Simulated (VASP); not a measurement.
# TiAl (P-6m2) in VASP: a series of runs, part 2 of 2

VASP 6.6.1. Earlier steps stand in the parts before.

## Step 4: Single point, PBEsol (strain +0.000 along x and y, -0.080 along z)

INCAR

```
SYSTEM = TiAl
PREC = Accurate
ENCUT = 520
EDIFF = 1E-6
ISMEAR = 0
SIGMA = 0.15
LREAL = .FALSE.
LASPH = .TRUE.
NELM = 60
ALGO = Fast
ISIF = 2
LWAVE = .FALSE.
LCHARG = .FALSE.
GGA = PS
NBANDS = 14
```

KPOINTS

```
Automatic mesh
0
G
  24 24 14
  0 0 0
```

POSCAR

```
TiAl
1.0
    2.8478212847      0.0000000000      0.0000000000
   -1.4239106423      2.4662855780      0.0000000000
    0.0000000000      0.0000000000      4.2503491602
Ti Al
1 1
Direct
    0.0000000000      0.0000000000      0.0000000000
    0.3333333333      0.6666666667      0.5000000000
```

Potentials or basis: VASP PAW PBE potentials, release 64 (Ti_sv, Al).

Command:

```sh
cat potpaw_PBE.64/Ti_sv/POTCAR potpaw_PBE.64/Al/POTCAR > POTCAR
mpirun -np 1 vasp_std > vasp.out
```

OUTCAR:

```text
SYSTEM = TiAl
   PREC = Accurate
   ENCUT = 520
   EDIFF = 1E-6
   ISMEAR = 0
   LREAL = .FALSE.
   LASPH = .TRUE.
   NELM = 60
   ISIF = 2
   GGA = PS

 ion  position               nearest neighbor table
   1  0.000  0.000  0.000-   2 2.69   2 2.69   2 2.69   2 2.69   2 2.69   2 2.69
   2  0.333  0.667  0.500-   1 2.69   1 2.69   1 2.69   1 2.69   1 2.69   1 2.69

  LATTYP: Found a hexagonal cell.
 ALAT       =     2.8478212847
 C/A-ratio  =     1.4924915349

  Lattice vectors:

 A1 = (   2.8478212847,   0.0000000000,   0.0000000000)
 A2 = (  -1.4239106423,   2.4662855780,   0.0000000000)
 A3 = (   0.0000000000,   0.0000000000,   4.2503491602)

Analysis of symmetry for initial positions (statically):
=====================================================================
 Subroutine PRICEL returns:
 Original cell was already a primitive cell.

 Routine SETGRP: Setting up the symmetry group for a
 hexagonal supercell.

 Subroutine GETGRP returns: Found 12 space group operations
 (whereof 12 operations were pure point group operations)
 out of a pool of 24 trial point group operations.

The static configuration has the point symmetry D_3h.

Analysis of symmetry for dynamics (positions and initial velocities):
=====================================================================
 Subroutine PRICEL returns:
 Original cell was already a primitive cell.

 Routine SETGRP: Setting up the symmetry group for a
 hexagonal supercell.

 Subroutine GETGRP returns: Found 12 space group operations
 (whereof 12 operations were pure point group operations)
 out of a pool of 24 trial point group operations.

The dynamic configuration has the point symmetry D_3h.

 Subroutine INISYM returns: Found 12 space group operations
 (whereof 12 operations are pure point group operations),
 and found     1 'primitive' translations

----------------------------------------------------------------------------------------

                                     Primitive cell

  volume of cell :      29.8525

[... 120 lines left out ...]
 RMM-DIIS sequential band-by-band and
 Gauss-broadening in eV      SIGMA  =   0.15
  energy-cutoff  :      520.00
  volume of cell :       29.85
 maximum number of plane-waves:       820
 NGX is ok and might be reduce to    24
   NGX = 11   NGY = 11   NGZ = 15

 number of electron      15.0000000 magnetization

 Free energy of the ion-electron system (eV)
  ---------------------------------------------------
  ext. energy  EPLUGINS =         0.00000000
  ---------------------------------------------------
  free energy    TOTEN  =       -12.77140716 eV

  energy without entropy =      -12.74123448  energy(sigma->0) =      -12.75632082

 E-fermi :   8.8579     XC(G=0): -11.5096

 val. band max:        8.8577387570   @ k =   0.2500   0.0833   0.2143
 cond. band min:       8.8581396143   @ k =   0.3333   0.2500   0.4286
 fundamental gap:      0.0004008573
 Fermi energy:         8.8579135680

 k-point     1 :       0.0000    0.0000    0.0000
  band No.  band energies     occupation
      1     -47.2025      2.00000
      2     -23.6690      2.00000
      3     -23.1902      2.00000
      4     -23.1902      2.00000
      5      -0.3915      2.00000
      6       6.7320      2.00000
      7       7.8612      2.00000
      8      10.1811      0.00000
      9      10.1811      0.00000
     10      11.6973      0.00000
     11      11.6973      0.00000
     12      14.4987      0.00000
     13      21.6630      0.00000
     14      21.6630      0.00000
[... 377 lines left out ...]
      1     -47.0953      2.00000
      2     -23.8223      2.00000
      3     -23.5605      2.00000
      4     -23.3425      2.00000
      5       4.6629      2.00000
      6       6.0006      2.00000
      7       7.2322      2.00000
      8       7.8439      2.00000
      9      10.8513      0.00000
     10      12.9307      0.00000
     11      13.6855      0.00000
     12      13.9616      0.00000
     13      15.3558      0.00000
     14      16.3737      0.00000

 [... further k-points ...]

------------------------ aborting loop because EDIFF is reached ----------------------------------------

  FORCE on cell =-STRESS in cart. coord.  units (eV):
  Direction    XX          YY          ZZ          XY          YZ          ZX
  --------------------------------------------------------------------------------------
  -------------------------------------------------------------------------------------
  Total        1.4996449      1.4996449      4.2720757      0.0000000      0.0000000      0.0000000
  in kB       80.4856240     80.4856240    229.2813965      0.0000000      0.0000000      0.0000000
  external PRESSURE =     130.0842148 kB  Pullay stress =       0.0000000 kB

 VOLUME and BASIS-vectors are now :
 -----------------------------------------------------------------------------
  energy-cutoff  :      520.00
  volume of cell :       29.85
      direct lattice vectors                 reciprocal lattice vectors
     2.847821285  0.000000000  0.000000000     0.351145630  0.202734024  0.000000000
    -1.423910642  2.466285578  0.000000000     0.000000000  0.405468048  0.000000000
     0.000000000  0.000000000  4.250349160     0.000000000  0.000000000  0.235274789

 POSITION                                       TOTAL-FORCE (eV/Angst)
 -----------------------------------------------------------------------------------
      0.00000      0.00000      0.00000         0.000000      0.000000      0.000000
     -0.00000      1.64419      2.12517        -0.000000      0.000000      0.000000
 -----------------------------------------------------------------------------------
    total drift:                                0.000000     -0.000000      0.000000

  FREE ENERGIE OF THE ION-ELECTRON SYSTEM (eV)
  ---------------------------------------------------
  free  energy   TOTEN  =       -12.7714071571 eV

  energy  without entropy=      -12.7412344763  energy(sigma->0) =      -12.75632082
```

OSZICAR:

```text
N       E                     dE             d eps       ncg     rms          rms(c)
DAV:   1     0.101778392946E+03    0.10178E+03   -0.71198E+03 13682   0.110E+03
DAV:   2    -0.859314056111E+01   -0.11037E+03   -0.10592E+03 14078   0.305E+02
DAV:   3    -0.142183520423E+02   -0.56252E+01   -0.55014E+01 20302   0.662E+01
[... 17 lines left out ...]
RMM:  21    -0.127713993431E+02   -0.52880E-05   -0.57930E-05 18170   0.354E-02    0.109E-02
RMM:  22    -0.127714023267E+02   -0.29836E-05   -0.38385E-05 18744   0.334E-02    0.437E-03
RMM:  23    -0.127714047025E+02   -0.23758E-05   -0.23467E-05 15699   0.211E-02    0.469E-03
RMM:  24    -0.127714062283E+02   -0.15258E-05   -0.15029E-05 14743   0.157E-02    0.518E-03
RMM:  25    -0.127714071571E+02   -0.92878E-06   -0.96061E-06 13638   0.127E-02
   1 F= -.12771407E+02 E0= -.12756321E+02  d E =-.301727E-01
```

Wall time 2.1 min (1 thread of Intel Xeon 6975P-C (Granite Rapids), shared host); peak memory 0.32 GiB.

What came out:

| Item | Value |
| --- | --- |
| Free energy | -12.7714 eV |
| Pressure | 13.0 GPa |
| Band gap on the k mesh | zero (an odd number of electrons rules out a gap without spin polarisation) |

Stress tensor (GPa, compression positive):
```
 8.05  0.00  0.00
 0.00  8.05  0.00
 0.00  0.00 22.93
```

Levels at points of the mesh, in eV from the Fermi level:
| k point | band 5 | band 6 | band 7 | band 8 | band 9 | band 10 | band 11 | band 12 |
| --- | --- | --- | --- | --- | --- | --- | --- | --- |
| (0.00, 0.00, 0.00) | -9.25 | -2.13 | -1.00 | 1.32 | 1.32 | 2.84 | 2.84 | 5.64 |
| (0.50, 0.00, 0.00) | -4.10 | -3.01 | -1.65 | -1.04 | 2.09 | 4.20 | 4.85 | 5.01 |
| (0.00, 0.00, 0.50) | -7.96 | -5.32 | 0.01 | 1.35 | 1.35 | 2.67 | 2.67 | 8.64 |
| (0.50, 0.00, 0.50) | -4.06 | -2.32 | -1.98 | 0.61 | 1.22 | 1.72 | 4.09 | 4.20 |

Caveat: the cell differs from its parent crystal (strain +0.000 along x and y, -0.080 along z); the stress differs along the axes, from 8 to 23 GPa; the PAW data sets were made with another functional, which shifts forces and pressure a little.

## Step 5: Single point, PBEsol (strain -0.040 along x and y, +0.000 along z)

INCAR

```
SYSTEM = TiAl
ALGO = Fast
EDIFF = 1E-6
ENCUT = 520
GGA = PS
ISIF = 2
ISMEAR = 0
LASPH = .TRUE.
LCHARG = .FALSE.
LREAL = .FALSE.
LWAVE = .FALSE.
NBANDS = 14
NELM = 80
PREC = Accurate
SIGMA = 0.15
```

KPOINTS

```
k-points
0
G
  24 24 14
  0 0 0
```

POSCAR

```
TiAl
1.0
    2.7339084333      0.0000000000      0.0000000000
   -1.3669542166      2.3676341549      0.0000000000
    0.0000000000      0.0000000000      4.6199447394
Ti Al
1 1
Direct
    0.0000000000      0.0000000000      0.0000000000
    0.3333333333      0.6666666667      0.5000000000
```

Potentials or basis: VASP PAW PBE potentials, release 64 (Ti_sv, Al).

Command:

```sh
cat potpaw_PBE.64/Ti_sv/POTCAR potpaw_PBE.64/Al/POTCAR > POTCAR
mpirun -np 1 vasp_std > vasp.out
```

OUTCAR:

```text
SYSTEM = TiAl
   EDIFF = 1E-6
   ENCUT = 520
   GGA = PS
   ISIF = 2
   ISMEAR = 0
   LASPH = .TRUE.
   LREAL = .FALSE.
   NELM = 80
   PREC = Accurate

 ion  position               nearest neighbor table
   1  0.000  0.000  0.000-   2 2.80   2 2.80   2 2.80   2 2.80   2 2.80   2 2.80
   2  0.333  0.667  0.500-   1 2.80   1 2.80   1 2.80   1 2.80   1 2.80   1 2.80

  LATTYP: Found a hexagonal cell.
 ALAT       =     2.7339084333
 C/A-ratio  =     1.6898681328

  Lattice vectors:

 A1 = (   2.7339084333,   0.0000000000,   0.0000000000)
 A2 = (  -1.3669542166,   2.3676341549,   0.0000000000)
 A3 = (   0.0000000000,   0.0000000000,   4.6199447394)

Analysis of symmetry for initial positions (statically):
=====================================================================
 Subroutine PRICEL returns:
 Original cell was already a primitive cell.

 Routine SETGRP: Setting up the symmetry group for a
 hexagonal supercell.

 Subroutine GETGRP returns: Found 12 space group operations
 (whereof 12 operations were pure point group operations)
 out of a pool of 24 trial point group operations.

The static configuration has the point symmetry D_3h.

Analysis of symmetry for dynamics (positions and initial velocities):
=====================================================================
 Subroutine PRICEL returns:
 Original cell was already a primitive cell.

 Routine SETGRP: Setting up the symmetry group for a
 hexagonal supercell.

 Subroutine GETGRP returns: Found 12 space group operations
 (whereof 12 operations were pure point group operations)
 out of a pool of 24 trial point group operations.

The dynamic configuration has the point symmetry D_3h.

 Subroutine INISYM returns: Found 12 space group operations
 (whereof 12 operations are pure point group operations),
 and found     1 'primitive' translations

----------------------------------------------------------------------------------------

                                     Primitive cell

  volume of cell :      29.9044

  direct lattice vectors                    reciprocal lattice vectors
     2.733908433  0.000000000  0.000000000     0.365776698  0.211181275  0.000000000
    -1.366954217  2.367634155  0.000000000     0.000000000  0.422362550  0.000000000
     0.000000000  0.000000000  4.619944739     0.000000000  0.000000000  0.216452805

  length of vectors
     2.733908433  2.733908433  4.619944739     0.422362550  0.422362550  0.216452805

  position of ions in fractional coordinates (direct lattice)
     0.000000000  0.000000000  0.000000000
     0.333333333  0.666666667  0.500000000

  ion indices of the primitive-cell ions
   primitive index   ion index
                 1           1
                 2           2

----------------------------------------------------------------------------------------

 KPOINTS: k-points

Automatic generation of k-mesh.
 Grid dimensions read from file:
 generate k-points for:   24   24   14

 Generating k-lattice:

  Cartesian coordinates                     Fractional coordinates (reciprocal lattice)
     0.015240696  0.008799220  0.000000000     0.041666667 -0.000000000  0.000000000
     0.000000000  0.017598440  0.000000000     0.000000000  0.041666667  0.000000000
     0.000000000  0.000000000  0.015460915     0.000000000  0.000000000  0.071428571
[... 41 lines left out ...]
   total plane-waves  NPLWV =  14400
   dimension x,y,z NGX =    20 NGY =   20 NGZ =   36
   dimension x,y,z NGXF=    40 NGYF=   40 NGZF=   72
   ions per type =               1   1
   NGX,Y,Z   is equivalent  to a cutoff of  12.16, 12.16, 12.95 a.u.
   NGXF,Y,Z  is equivalent  to a cutoff of  24.32, 24.32, 25.91 a.u.
 SYSTEM =  TiAl
   PREC   = accura    normal or accurate (medium, high low for compatibility)
   ISTART =      0    job   : 0-new  1-cont  2-samecut
   ICHARG =      2    charge: 1-file 2-atom 10-const
   ISPIN  =      1    spin polarized calculation?
   LNONCOLLINEAR =      F non collinear calculations
   LSORBIT =      F    spin-orbit coupling
   LASPH  =      T    aspherical Exc in radial PAW
   ENCUT  =  520.0 eV  38.22 Ry    6.18 a.u.   5.08  5.08  8.59*2*pi/ulx,y,z
   NELM   =     80;   NELMIN=  2; NELMDL= -5     # of ELM steps
   EDIFF  = 0.1E-05   stopping-criterion for ELM
   LREAL  =      F    real-space projection
   EDIFFG = 0.1E-04   stopping-criterion for IOM
   NSW    =      0    number of steps for IOM
   IBRION =     -1    ionic relax: 0-MD 1-quasi-New 2-CG
   NFREE  =      0    steps in history (QN), initial steepest desc. (CG)
   ISIF   =      2    stress and relaxation
   ISYM   =      2    0-nonsym 1-usesym 2-fastsym
   POTIM  = 0.5000    time-step for ionic-motion
   TEBEG  =    0.0;   TEEND  =   0.0 temperature during run
   PSTRESS=    0.0 pullay stress
   NELECT =      15.0000    total number of electrons
   NUPDOWN=      -1.0000    fix difference up-down
   EMIN   =  10.00;   EMAX   =-10.00  energy-range for DOS
   EFERMI =   0.00;   METHOD = LEGACY
   ISMEAR =     0;   SIGMA  =   0.15  broadening in eV -4-tet -1-fermi 0-gaus
   EFERMI_NEDOS =   21; number of points for ismear=-14 and -15
   IALGO  =     68    algorithm
   IMIX   =      4    mixing-type and parameters
     AMIX     =   0.40;   BMIX     =  1.00
     AMIX_MAG =   1.60;   BMIX_MAG =  1.00
  volume/ion in A,a.u.               =      14.95       100.90
  Fermi-wavevector in a.u.,A,eV,Ry     =   1.300749  2.458059 23.020346  1.691948
  Thomas-Fermi vector in A             =   2.431928
   LORBIT       =      0    0 simple, 1 ext, 2 COOP (PROOUT), +10 PAW based schemes
   GGA     = PS    functional components
   LHFCALC =     F    Hartree Fock is set to
   AEXX    =    0.0000 exact exchange contribution
   IVDW    =     0    specifies the selected vdW correction
   LEPSILON=     F    determine dielectric tensor
   LRPA    =     F    only Hartree local field effects (RPA)
 non-spin polarized calculation
 RMM-DIIS sequential band-by-band and
 Gauss-broadening in eV      SIGMA  =   0.15
  energy-cutoff  :      520.00
  volume of cell :       29.90
 maximum number of plane-waves:       829
   NGX = 11   NGY = 11   NGZ = 17

 number of electron      14.9999999 magnetization

 Free energy of the ion-electron system (eV)
  ---------------------------------------------------
  ext. energy  EPLUGINS =         0.00000000
  ---------------------------------------------------
  free energy    TOTEN  =       -12.85614570 eV

  energy without entropy =      -12.83173500  energy(sigma->0) =      -12.84394035

 E-fermi :   8.9790     XC(G=0): -11.4979

 val. band max:        8.9785107350   @ k =   0.2500   0.1667   0.2143
 cond. band min:       8.9812609740   @ k =   0.3333   0.3333   0.4286
 fundamental gap:      0.0027502390
 Fermi energy:         8.9789740864

 k-point     1 :       0.0000    0.0000    0.0000
  band No.  band energies     occupation
      1     -47.1031      2.00000
      2     -23.5486      2.00000
      3     -22.9356      2.00000
      4     -22.9356      2.00000
      5      -0.5932      2.00000
      6       6.3887      2.00000
      7       6.7765      2.00000
      8      10.3831      0.00000
      9      10.3831      0.00000
     10      12.2015      0.00000
     11      12.2015      0.00000
     12      12.9289      0.00000
     13      22.9233      0.00000
     14      22.9233      0.00000
[... 377 lines left out ...]
      1     -46.9341      2.00000
      2     -23.8329      2.00000
      3     -23.3916      2.00000
      4     -23.1499      2.00000
      5       4.8983      2.00000
      6       6.3681      2.00000
      7       7.1255      2.00000
      8       7.7461      2.00000
      9      11.2609      0.00000
     10      13.2673      0.00000
     11      13.3240      0.00000
     12      13.5908      0.00000
     13      14.9828      0.00000
     14      17.3805      0.00000

 [... further k-points ...]

------------------------ aborting loop because EDIFF is reached ----------------------------------------

  FORCE on cell =-STRESS in cart. coord.  units (eV):
  Direction    XX          YY          ZZ          XY          YZ          ZX
  --------------------------------------------------------------------------------------
  -------------------------------------------------------------------------------------
  Total        2.2639515      2.2639515      1.0965330      0.0000000      0.0000000     -0.0000000
  in kB      121.2948495    121.2948495     58.7485237      0.0000000      0.0000000     -0.0000000
  external PRESSURE =     100.4460742 kB  Pullay stress =       0.0000000 kB

 VOLUME and BASIS-vectors are now :
 -----------------------------------------------------------------------------
  energy-cutoff  :      520.00
  volume of cell :       29.90
      direct lattice vectors                 reciprocal lattice vectors
     2.733908433  0.000000000  0.000000000     0.365776698  0.211181275  0.000000000
    -1.366954217  2.367634155  0.000000000     0.000000000  0.422362550  0.000000000
     0.000000000  0.000000000  4.619944739     0.000000000  0.000000000  0.216452805

 POSITION                                       TOTAL-FORCE (eV/Angst)
 -----------------------------------------------------------------------------------
      0.00000      0.00000      0.00000         0.000000     -0.000000      0.000000
     -0.00000      1.57842      2.30997        -0.000000      0.000000      0.000000
 -----------------------------------------------------------------------------------
    total drift:                                0.000000     -0.000000      0.000000

  FREE ENERGIE OF THE ION-ELECTRON SYSTEM (eV)
  ---------------------------------------------------
  free  energy   TOTEN  =       -12.8561456983 eV

  energy  without entropy=      -12.8317349971  energy(sigma->0) =      -12.84394035
```

It took 2.5 min on 1 thread of Intel Xeon 6975P-C (Granite Rapids), shared host; peak memory 0.31 GiB.

Results:

| Quantity | Value |
| --- | --- |
| Free energy | -12.8561 eV |
| Pressure | 10.0 GPa |
| Band gap on the k mesh | zero (an odd number of electrons rules out a gap without spin polarisation) |

Stress tensor (GPa, compression positive):
```
12.13  0.00  0.00
 0.00 12.13  0.00
 0.00  0.00  5.87
```

Caveat: the cell differs from its parent crystal (strain -0.040 along x and y, +0.000 along z); the stress differs along the axes, from 6 to 12 GPa; the PAW data sets were made with another functional, which shifts forces and pressure a little.

## Step 6: Summary

| cell | gap on the mesh (eV) | pressure (GPa) |
| --- | --- | --- |
| a = 2.734, b = 2.734, c = 4.435 Å, angles 90.0, 90.0, 120.0°, 2 atoms | none | 17.2 |
| a = 2.620, b = 2.620, c = 4.990 Å, angles 90.0, 90.0, 120.0°, 2 atoms | none | 12.2 |
| a = 2.848, b = 2.848, c = 4.250 Å, angles 90.0, 90.0, 120.0°, 2 atoms | none | 13.0 |
| a = 2.734, b = 2.734, c = 4.620 Å, angles 90.0, 90.0, 120.0°, 2 atoms | none | 10.0 |

Alike in all rows: task single point; level PBEsol; potentials or basis VASP PAW PBE potentials, release 64 (Ti_sv, Al); no spin polarisation; k mesh 24 × 24 × 14; cutoff (eV) 520; smearing gaussian 0.15 eV.

Caveats: the PAW data sets were made with another functional, which shifts forces and pressure a little; the cell stands under pressure (at least some runs); the stress differs along the axes, from -11 to 24 GPa (at least some runs); the stress differs along the axes, from 8 to 23 GPa (at least some runs); the stress differs along the axes, from 6 to 12 GPa (at least some runs).

Absolute energies hang on the potentials; compare differences alone.
